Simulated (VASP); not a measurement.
# KF (Fm-3m) in VASP: further runs, part 2 of 2

VASP 6.6.1. Earlier steps stand in the parts before.

**3. Single point, PBE**

File INCAR:

```
SYSTEM = KF
ALGO = Normal
EDIFF = 1E-6
ENCUT = 520
GGA = PE
ISIF = 2
ISMEAR = 0
LASPH = .True.
LCHARG = .True.
LELF = .True.
LREAL = .False.
LVHAR = .True.
LWAVE = .False.
NBANDS = 15
NELM = 80
PREC = Accurate
SIGMA = 0.01
```

File KPOINTS:

```
k-points
0
Gamma
  5 5 5
  0 0 0
```

File POSCAR:

```
KF
1.0
    0.0000000000      2.6544130000      2.6544130000
    2.6544130000      0.0000000000      2.6544130000
    2.6544130000      2.6544130000      0.0000000000
K F
1 1
Direct
    0.0000000000      0.0000000000      0.0000000000
    0.5000000000      0.5000000000      0.5000000000
```

Potentials or basis: VASP PAW PBE potentials, release 64 (K_sv, F).

The run is started by

```sh
cat potpaw_PBE.64/K_sv/POTCAR potpaw_PBE.64/F/POTCAR > POTCAR
mpirun -np 1 vasp_std > vasp.out
```

OUTCAR:

```text
SYSTEM = KF
   EDIFF = 1E-6
   ENCUT = 520
   GGA = PE
   ISIF = 2
   ISMEAR = 0
   LASPH = .True.
   LREAL = .False.
   NELM = 80
   PREC = Accurate

 ion  position               nearest neighbor table
   1  0.000  0.000  0.000-   2 2.65   2 2.65   2 2.65   2 2.65   2 2.65   2 2.65
   2  0.500  0.500  0.500-   1 2.65   1 2.65   1 2.65   1 2.65   1 2.65   1 2.65

  LATTYP: Found a face centered cubic cell.
 ALAT       =     5.3088260000

  Lattice vectors:

 A1 = (   0.0000000000,   2.6544130000,   2.6544130000)
 A2 = (   2.6544130000,   0.0000000000,   2.6544130000)
 A3 = (   2.6544130000,   2.6544130000,   0.0000000000)

Analysis of symmetry for initial positions (statically):
=====================================================================
 Subroutine PRICEL returns:
 Original cell was already a primitive cell.

 Routine SETGRP: Setting up the symmetry group for a
 face centered cubic supercell.

 Subroutine GETGRP returns: Found 48 space group operations
 (whereof 48 operations were pure point group operations)
 out of a pool of 48 trial point group operations.

The static configuration has the point symmetry O_h .

Analysis of symmetry for dynamics (positions and initial velocities):
=====================================================================
 Subroutine PRICEL returns:
 Original cell was already a primitive cell.

 Routine SETGRP: Setting up the symmetry group for a
 face centered cubic supercell.

 Subroutine GETGRP returns: Found 48 space group operations
 (whereof 48 operations were pure point group operations)
 out of a pool of 48 trial point group operations.

The dynamic configuration has the point symmetry O_h .

 Subroutine INISYM returns: Found 48 space group operations
 (whereof 48 operations are pure point group operations),
 and found     1 'primitive' translations

[... 103 lines left out ...]
   LORBIT       =      0    0 simple, 1 ext, 2 COOP (PROOUT), +10 PAW based schemes
   GGA     = PE    functional components
   LHFCALC =     F    Hartree Fock is set to
   AEXX    =    0.0000 exact exchange contribution
   IVDW    =     0    specifies the selected vdW correction
   LEPSILON=     F    determine dielectric tensor
   LRPA    =     F    only Hartree local field effects (RPA)
 non-spin polarized calculation
 Gauss-broadening in eV      SIGMA  =   0.01
  energy-cutoff  :      520.00
  volume of cell :       37.41
 maximum number of plane-waves:      1025
   NGX = 13   NGY = 13   NGZ = 13

 number of electron      16.0000012 magnetization

 Free energy of the ion-electron system (eV)
  ---------------------------------------------------
  ext. energy  EPLUGINS =         0.00000000
  ---------------------------------------------------
  free energy    TOTEN  =        -8.28093831 eV

  energy without entropy =       -8.28093831  energy(sigma->0) =       -8.28093831

 E-fermi :  -2.5903     XC(G=0):  -8.4933

 val. band max:       -2.7510292512   @ k =   0.0000   0.0000   0.0000
 cond. band min:       3.5186987876   @ k =   0.0000   0.0000   0.0000
 fundamental gap:      6.2697280388
 Fermi energy:        -2.5903260760

 k-point     1 :       0.0000    0.0000    0.0000
  band No.  band energies     occupation
      1     -28.8348      2.00000
      2     -21.4178      2.00000
      3     -12.0704      2.00000
      4     -12.0704      2.00000
      5     -12.0704      2.00000
      6      -2.7510      2.00000
      7      -2.7510      2.00000
      8      -2.7510      2.00000
      9       3.5187      0.00000
     10       7.9826      0.00000
     11       7.9826      0.00000
     12       7.9826      0.00000
     13       9.6808      0.00000
     14       9.6808      0.00000
[... 149 lines left out ...]
      2     -21.4723      2.00000
      3     -12.4627      2.00000
      4     -12.3978      2.00000
      5     -12.1633      2.00000
      6      -3.1909      2.00000
      7      -3.0035      2.00000
      8      -2.8834      2.00000
      9       6.6415      0.00000
     10       7.2664      0.00000
     11       8.7173      0.00000
     12      10.8488      0.00000
     13      10.9873      0.00000
     14      12.3140      0.00000
     15      13.1610      0.00000

------------------------ aborting loop because EDIFF is reached ----------------------------------------

  FORCE on cell =-STRESS in cart. coord.  units (eV):
  Direction    XX          YY          ZZ          XY          YZ          ZX
  --------------------------------------------------------------------------------------
  -------------------------------------------------------------------------------------
  Total        0.5064532      0.5064532      0.5064532      0.0000000      0.0000000      0.0000000
  in kB       21.6927387     21.6927387     21.6927387      0.0000000      0.0000000      0.0000000
  external PRESSURE =      21.6927387 kB  Pullay stress =       0.0000000 kB

 VOLUME and BASIS-vectors are now :
 -----------------------------------------------------------------------------
  energy-cutoff  :      520.00
  volume of cell :       37.41
      direct lattice vectors                 reciprocal lattice vectors
     0.000000000  2.654413000  2.654413000    -0.188365563  0.188365563  0.188365563
     2.654413000  0.000000000  2.654413000     0.188365563 -0.188365563  0.188365563
     2.654413000  2.654413000  0.000000000     0.188365563  0.188365563 -0.188365563

 POSITION                                       TOTAL-FORCE (eV/Angst)
 -----------------------------------------------------------------------------------
      0.00000      0.00000      0.00000        -0.000000      0.000000      0.000000
      2.65441      2.65441      2.65441         0.000000     -0.000000     -0.000000
 -----------------------------------------------------------------------------------
    total drift:                                0.000000      0.000000      0.000000

  FREE ENERGIE OF THE ION-ELECTRON SYSTEM (eV)
  ---------------------------------------------------
  free  energy   TOTEN  =        -8.2809383126 eV

  energy  without entropy=       -8.2809383126  energy(sigma->0) =       -8.28093831
```

Wall time 6.8 s (1 thread of Intel Xeon Platinum 8488C (Sapphire Rapids), shared host); peak memory 0.15 GiB.

What came out:

| Item | Value |
| --- | --- |
| Free energy | -8.2809 eV |
| Pressure | 2.2 GPa |
| Band gap on the k mesh | 6.27 eV, direct |

PBE gaps usually lie below the measured ones, often by a third to a half.
